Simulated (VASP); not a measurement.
# K (R-3m) in VASP: a series of runs

The runs below take K through single point, with PBEsol.

Everything below comes from runs of VASP 6.6.1. Logs are shortened: lines on timing, memory, paths and dates and some standing lists are left out, and cuts for length are marked.

### Step 1. The cell of the first run

Symmetry: R-3m, No. 166, trigonal system. The conventional cell has a = 7.479 Å, b = 7.479 Å, c = 4.444 Å, α = 90.00°, β = 90.00°, γ = 120.00°. K (site symmetry -3m) has 14 K at 4.44 to 5.24 Å within 5.8 Å.

### Step 2. Single point, PBEsol (equal xy, yz and zx shear strains of -2 %)

INCAR

```
SYSTEM = K
PREC = Accurate ; ENCUT = 520
EDIFF = 1E-7 ; ISMEAR = -1
SIGMA = 0.08 ; LREAL = .FALSE.
LASPH = .TRUE. ; NELM = 60
ALGO = Normal ; ISIF = 2
LWAVE = .FALSE. ; LCHARG = .FALSE.
GGA = PS ; NBANDS = 10
```

KPOINTS

```
Automatic mesh
0
G
  10 10 10
  0 0 0
```

POSCAR

```
K
1.0
   -2.6703600000      2.6180000000      2.6180000000
    2.6180000000     -2.6703600000      2.6180000000
    2.6180000000      2.6180000000     -2.6703600000
K
1
Direct
    0.0000000000      0.0000000000      0.0000000000
```

Potentials or basis: VASP PAW PBE potentials, release 64 (K_sv).

On the command line:

```
$ cat potpaw_PBE.64/K_sv/POTCAR > POTCAR
$ mpirun -np 1 vasp_std > vasp.out
```

OUTCAR:

```text
SYSTEM = K
   PREC = Accurate
   ENCUT = 520
   EDIFF = 1E-7
   ISMEAR = -1
   LREAL = .FALSE.
   LASPH = .TRUE.
   NELM = 60
   ISIF = 2
   GGA = PS

 ion  position               nearest neighbor table
   1  0.000  0.000  0.000-

  LATTYP: Found a trigonal (rhomboedric) cell.
 ALAT       =     4.5649392690
 COS(alpha) =    -0.3420602552

  Lattice vectors:

 A1 = (  -2.6703600000,   2.6180000000,   2.6180000000)
 A2 = (   2.6180000000,  -2.6703600000,   2.6180000000)
 A3 = (   2.6180000000,   2.6180000000,  -2.6703600000)

Analysis of symmetry for initial positions (statically):
=====================================================================
 Subroutine PRICEL returns:
 Original cell was already a primitive cell.

 Routine SETGRP: Setting up the symmetry group for a
 trigonal (rhombohedral) supercell.

 Subroutine GETGRP returns: Found 12 space group operations
 (whereof 12 operations were pure point group operations)
 out of a pool of 12 trial point group operations.

The static configuration has the point symmetry D_3d.

Analysis of symmetry for dynamics (positions and initial velocities):
=====================================================================
 Subroutine PRICEL returns:
 Original cell was already a primitive cell.

 Routine SETGRP: Setting up the symmetry group for a
 trigonal (rhombohedral) supercell.

 Subroutine GETGRP returns: Found 12 space group operations
 (whereof 12 operations were pure point group operations)
 out of a pool of 12 trial point group operations.

The dynamic configuration has the point symmetry D_3d.

 Subroutine INISYM returns: Found 12 space group operations
 (whereof 12 operations are pure point group operations),
 and found     1 'primitive' translations

----------------------------------------------------------------------------------------

                                     Primitive cell

  volume of cell :      71.7526

  direct lattice vectors                    reciprocal lattice vectors
    -2.670360000  2.618000000  2.618000000     0.003859072  0.192953612  0.192953612
     2.618000000 -2.670360000  2.618000000     0.192953612  0.003859072  0.192953612
     2.618000000  2.618000000 -2.670360000     0.192953612  0.192953612  0.003859072

  length of vectors
     4.564939269  4.564939269  4.564939269     0.272904901  0.272904901  0.272904901

  position of ions in fractional coordinates (direct lattice)
     0.000000000  0.000000000  0.000000000

  ion indices of the primitive-cell ions
   primitive index   ion index
                 1           1

----------------------------------------------------------------------------------------

 KPOINTS: Automatic mesh

Automatic generation of k-mesh.
 Grid dimensions read from file:
 generate k-points for:   10   10   10

 Generating k-lattice:

  Cartesian coordinates                     Fractional coordinates (reciprocal lattice)
     0.000385907  0.019295361  0.019295361     0.100000000  0.000000000  0.000000000
     0.019295361  0.000385907  0.019295361     0.000000000  0.100000000  0.000000000
     0.019295361  0.019295361  0.000385907    -0.000000000 -0.000000000  0.100000000

  Length of vectors
     0.027290490  0.027290490  0.027290490

  Shift w.r.t. Gamma in fractional coordinates (k-lattice)
     0.000000000  0.000000000  0.000000000

 Subroutine IBZKPT returns following result:
 ===========================================

 Found    116 irreducible k-points:

 Following reciprocal coordinates:
            Coordinates               Weight
  0.000000  0.000000  0.000000      1.000000
  0.100000  0.000000  0.000000      6.000000
  0.200000  0.000000  0.000000      6.000000
  0.300000  0.000000  0.000000      6.000000
  0.400000  0.000000  0.000000      6.000000
  0.500000  0.000000  0.000000      3.000000
[... 16 lines left out ...]
  0.300000  0.300000  0.000000      6.000000
  0.400000  0.300000  0.000000     12.000000
 [... further k-points ...]
   k-points           NKPTS =    116   k-points in BZ     NKDIM =    116   number of bands    NBANDS=     10
   number of dos      NEDOS =    301   number of ions     NIONS =      1
   total plane-waves  NPLWV =  46656
   dimension x,y,z NGX =    36 NGY =   36 NGZ =   36
   dimension x,y,z NGXF=    72 NGYF=   72 NGZF=   72
   ions per type =               1
   NGX,Y,Z   is equivalent  to a cutoff of  13.11, 13.11, 13.11 a.u.
   NGXF,Y,Z  is equivalent  to a cutoff of  26.22, 26.22, 26.22 a.u.
 SYSTEM =  K
   PREC   = accura    normal or accurate (medium, high low for compatibility)
   ISTART =      0    job   : 0-new  1-cont  2-samecut
   ICHARG =      2    charge: 1-file 2-atom 10-const
   ISPIN  =      1    spin polarized calculation?
   LNONCOLLINEAR =      F non collinear calculations
   LSORBIT =      F    spin-orbit coupling
   LASPH  =      T    aspherical Exc in radial PAW
   ENCUT  =  520.0 eV  38.22 Ry    6.18 a.u.   8.49  8.49  8.49*2*pi/ulx,y,z
   NELM   =     60;   NELMIN=  2; NELMDL= -5     # of ELM steps
   EDIFF  = 0.1E-06   stopping-criterion for ELM
   LREAL  =      F    real-space projection
   EDIFFG = 0.1E-05   stopping-criterion for IOM
   NSW    =      0    number of steps for IOM
   IBRION =     -1    ionic relax: 0-MD 1-quasi-New 2-CG
   NFREE  =      0    steps in history (QN), initial steepest desc. (CG)
   ISIF   =      2    stress and relaxation
   ISYM   =      2    0-nonsym 1-usesym 2-fastsym
   POTIM  = 0.5000    time-step for ionic-motion
   TEBEG  =    0.0;   TEEND  =   0.0 temperature during run
   PSTRESS=    0.0 pullay stress
   NELECT =       9.0000    total number of electrons
   NUPDOWN=      -1.0000    fix difference up-down
   EMIN   =  10.00;   EMAX   =-10.00  energy-range for DOS
   EFERMI =   0.00;   METHOD = LEGACY
   ISMEAR =    -1;   SIGMA  =   0.08  broadening in eV -4-tet -1-fermi 0-gaus
   EFERMI_NEDOS =   21; number of points for ismear=-14 and -15
   IALGO  =     38    algorithm
   IMIX   =      4    mixing-type and parameters
     AMIX     =   0.40;   BMIX     =  1.00
     AMIX_MAG =   1.60;   BMIX_MAG =  1.00
  volume/ion in A,a.u.               =      71.75       484.21
  Fermi-wavevector in a.u.,A,eV,Ry     =   0.819489  1.548610  9.137157  0.671562
  Thomas-Fermi vector in A             =   1.930303
   LORBIT       =      0    0 simple, 1 ext, 2 COOP (PROOUT), +10 PAW based schemes
   GGA     = PS    functional components
   LHFCALC =     F    Hartree Fock is set to
   AEXX    =    0.0000 exact exchange contribution
   IVDW    =     0    specifies the selected vdW correction
   LEPSILON=     F    determine dielectric tensor
   LRPA    =     F    only Hartree local field effects (RPA)
 non-spin polarized calculation
  energy-cutoff  :      520.00
  volume of cell :       71.75
 maximum number of plane-waves:      1955
 NGX is ok and might be reduce to    36
   NGX = 17   NGY = 17   NGZ = 17

 number of electron       9.0000000 magnetization

 Free energy of the ion-electron system (eV)
  ---------------------------------------------------
  ext. energy  EPLUGINS =         0.00000000
  ---------------------------------------------------
  free energy    TOTEN  =        -1.13927922 eV

  energy without entropy =       -1.12124922  energy(sigma->0) =       -1.13026422

 E-fermi :  -0.1151     XC(G=0):  -5.7582

 val. band max:       -0.1263438626   @ k =   0.5000   0.2000  -0.0000
 cond. band min:      -0.1018609540   @ k =  -0.3000  -0.3000   0.2000
 fundamental gap:      0.0244829086
 Fermi energy:        -0.1151149600

 k-point     1 :       0.0000    0.0000    0.0000
  band No.  band energies     occupation
      1     -32.0924      2.00000
      2     -15.6007      2.00000
      3     -15.6007      2.00000
      4     -15.5995      2.00000
      5      -2.3074      2.00000
      6       4.1156      0.00000
      7       4.2386      0.00000
      8       4.2386      0.00000
      9       5.1563      0.00000
     10       5.1563      0.00000

 k-point     2 :       0.1000    0.0000    0.0000
  band No.  band energies     occupation
      1     -32.0919      2.00000
      2     -15.6076      2.00000
      3     -15.6029      2.00000
      4     -15.6006      2.00000
      5      -2.1779      2.00000
      6       4.0266      0.00000
      7       4.0720      0.00000
      8       4.2797      0.00000
      9       4.9014      0.00000
     10       5.1092      0.00000

 k-point     3 :       0.2000    0.0000    0.0000
  band No.  band energies     occupation
      1     -32.0906      2.00000
      2     -15.6278      2.00000
      3     -15.6097      2.00000
      4     -15.6004      2.00000
      5      -1.7981      2.00000
      6       3.3548      0.00000
      7       3.7153      0.00000
      8       4.5734      0.00000
      9       4.8362      0.00000
     10       5.0518      0.00000

 k-point     4 :       0.3000    0.0000    0.0000
  band No.  band energies     occupation
      1     -32.0890      2.00000
      2     -15.6526      2.00000
      3     -15.6179      2.00000
      4     -15.6002      2.00000
      5      -1.1945      2.00000
      6       2.4346      0.00000
      7       3.3689      0.00000
      8       4.9255      0.00000
      9       5.0681      0.00000
     10       5.1016      0.00000
[... 222 lines left out ...]
 k-point    22 :      -0.2000    0.2000    0.0000
  band No.  band energies     occupation
      1     -32.0909      2.00000
      2     -15.6257      2.00000
      3     -15.6083      2.00000
      4     -15.5999      2.00000
      5      -1.8187      2.00000
      6       3.2230      0.00000
      7       3.6725      0.00000
      8       4.6267      0.00000
      9       4.9936      0.00000
     10       5.1298      0.00000

 k-point    23 :       0.3000    0.3000    0.0000
  band No.  band energies     occupation
      1     -32.0868      2.00000
      2     -15.6659      2.00000
      3     -15.6407      2.00000
      4     -15.6094      2.00000
      5       0.7363      0.00005
      6       1.3106      0.00000
      7       1.7574      0.00000
      8       4.4922      0.00000
      9       5.1608      0.00000
     10       5.4245      0.00000

 k-point    24 :       0.4000    0.3000    0.0000
  band No.  band energies     occupation
      1     -32.0871      2.00000
      2     -15.6574      2.00000
      3     -15.6459      2.00000
      4     -15.6100      2.00000
      5       0.6312      0.00018
      6       1.3583      0.00000
      7       1.7941      0.00000
      8       4.5071      0.00000
      9       5.1152      0.00000
     10       5.4726      0.00000

 [... further k-points ...]
[... 5 lines left out ...]
  --------------------------------------------------------------------------------------
  -------------------------------------------------------------------------------------
  Total       -0.0184661     -0.0184661     -0.0184661      0.0241162      0.0241162      0.0241162
  in kB       -0.4123320     -0.4123320     -0.4123320      0.5384960      0.5384960      0.5384960
  external PRESSURE =      -0.4123320 kB  Pullay stress =       0.0000000 kB

 VOLUME and BASIS-vectors are now :
 -----------------------------------------------------------------------------
  energy-cutoff  :      520.00
  volume of cell :       71.75
      direct lattice vectors                 reciprocal lattice vectors
    -2.670360000  2.618000000  2.618000000     0.003859072  0.192953612  0.192953612
     2.618000000 -2.670360000  2.618000000     0.192953612  0.003859072  0.192953612
     2.618000000  2.618000000 -2.670360000     0.192953612  0.192953612  0.003859072

 POSITION                                       TOTAL-FORCE (eV/Angst)
 -----------------------------------------------------------------------------------
      0.00000      0.00000      0.00000         0.000000     -0.000000      0.000000
 -----------------------------------------------------------------------------------
    total drift:                               -0.000000      0.000000      0.000000

  FREE ENERGIE OF THE ION-ELECTRON SYSTEM (eV)
  ---------------------------------------------------
  free  energy   TOTEN  =        -1.1392792208 eV

  energy  without entropy=       -1.1212492213  energy(sigma->0) =       -1.13026422
```

Run time: 2 min. Hardware: 1 thread of AMD EPYC 7R13, shared host; peak memory 0.24 GiB.

What came out:

```
Free energy            : -1.1393 eV
Pressure               : 0.0 GPa
Band gap on the k mesh : zero (an odd number of electrons rules out a gap without spin polarisation)
```

Levels at points of the mesh, in eV from the Fermi level:
```
           k point  band 2  band 3  band 4  band 5  band 6  band 7
(0.00, 0.00, 0.00)  -15.49  -15.49  -15.48   -2.19    4.23    4.35
(0.50, 0.00, 0.00)  -15.56  -15.51  -15.48    0.49    0.75    3.17
(0.50, 0.50, 0.00)  -15.56  -15.51  -15.49    0.40    0.65    3.17
(0.50, 0.50, 0.50)  -15.55  -15.53  -15.53    1.67    1.67    3.54
```

Caveat: the cell differs from its parent crystal (equal xy, yz and zx shear strains of -2 %); the PAW data sets were made with another functional, which shifts forces and pressure a little.

### Step 3. Single point, PBEsol (equal xy, yz and zx shear strains of -1 %)

INCAR

```
PREC = Accurate ; ENCUT = 520
EDIFF = 1E-6 ; ISMEAR = -1
SIGMA = 0.08 ; LREAL = F
LASPH = T ; NELM = 60
ALGO = Normal ; ISIF = 2
LWAVE = F ; LCHARG = F
GGA = PS ; NBANDS = 10
```

KPOINTS

```
Automatic mesh
0
Gamma
  10 10 10
```

POSCAR

```
K
1.0
   -2.6441800000      2.6180000000      2.6180000000
    2.6180000000     -2.6441800000      2.6180000000
    2.6180000000      2.6180000000     -2.6441800000
K
1
Direct
    0.0000000000      0.0000000000      0.0000000000
```

Potentials or basis: VASP PAW PBE potentials, release 64 (K_sv).

On the command line:

```
$ cat potpaw_PBE.64/K_sv/POTCAR > POTCAR
$ mpirun -np 1 vasp_std > vasp.out
```

OUTCAR:

```text
PREC = Accurate
   ENCUT = 520
   EDIFF = 1E-6
   ISMEAR = -1
   LREAL = F
   LASPH = T
   NELM = 60
   ISIF = 2
   GGA = PS

 ion  position               nearest neighbor table
   1  0.000  0.000  0.000-

  LATTYP: Found a trigonal (rhomboedric) cell.
 ALAT       =     4.5496742600
 COS(alpha) =    -0.3377371610

  Lattice vectors:

 A1 = (  -2.6441800000,   2.6180000000,   2.6180000000)
 A2 = (   2.6180000000,  -2.6441800000,   2.6180000000)
 A3 = (   2.6180000000,   2.6180000000,  -2.6441800000)

[... 481 lines left out ...]
      2     -15.6575      2.00000
      3     -15.6447      2.00000
      4     -15.6096      2.00000
      5       0.6391      0.00016
      6       1.3446      0.00000
      7       1.7723      0.00000
      8       4.5196      0.00000
      9       5.1424      0.00000
     10       5.4761      0.00000

 [... further k-points ...]
[... 5 lines left out ...]
  --------------------------------------------------------------------------------------
  -------------------------------------------------------------------------------------
  Total       -0.0196460     -0.0196460     -0.0196460      0.0118640      0.0118640      0.0118640
  in kB       -0.4385800     -0.4385800     -0.4385800      0.2648524      0.2648524      0.2648524
  external PRESSURE =      -0.4385800 kB  Pullay stress =       0.0000000 kB

 VOLUME and BASIS-vectors are now :
 -----------------------------------------------------------------------------
  energy-cutoff  :      520.00
  volume of cell :       71.77
      direct lattice vectors                 reciprocal lattice vectors
    -2.644180000  2.618000000  2.618000000     0.001919549  0.191954857  0.191954857
     2.618000000 -2.644180000  2.618000000     0.191954857  0.001919549  0.191954857
     2.618000000  2.618000000 -2.644180000     0.191954857  0.191954857  0.001919549

 POSITION                                       TOTAL-FORCE (eV/Angst)
 -----------------------------------------------------------------------------------
      0.00000      0.00000      0.00000        -0.000000     -0.000000      0.000000
 -----------------------------------------------------------------------------------
    total drift:                               -0.000000      0.000000      0.000000

  FREE ENERGIE OF THE ION-ELECTRON SYSTEM (eV)
  ---------------------------------------------------
  free  energy   TOTEN  =        -1.1398143211 eV

  energy  without entropy=       -1.1217179606  energy(sigma->0) =       -1.13076614
```

stdout:

```text
POSCAR found type information on POSCAR K
 POSCAR found :  1 types and       1 ions
 scaLAPACK will be used
 -----------------------------------------------------------------------------
|                                                                             |
|                                                                             |
|     You enforced a specific xc type in the INCAR file but a different       |
|     I HOPE YOU KNOW WHAT YOU ARE DOING!                                     |
|                                                                             |
 -----------------------------------------------------------------------------

 LDA part: xc-table for (Slater+PW92), standard interpolation
 POSCAR, INCAR and KPOINTS ok, starting setup
 FFT: planning ... GRIDC
 FFT: planning ... GRID_SOFT
 FFT: planning ... GRID
 WAVECAR not read
 entering main loop
```

Wall time 1.8 min (1 thread of AMD EPYC 7R13, shared host); peak memory 0.24 GiB.

What came out:

```yaml
Free_energy: -1.1398 eV
Pressure: 0.0 GPa
Band_gap_on_the_k_mesh: zero (an odd number of electrons rules out a gap without spin polarisation)
```

Caveat: the cell differs from its parent crystal (equal xy, yz and zx shear strains of -1 %); the PAW data sets were made with another functional, which shifts forces and pressure a little.

(Part 1 of 2 ends here.)

The gap in the log of VASP goes by the Fermi energy; the results here count the filled bands.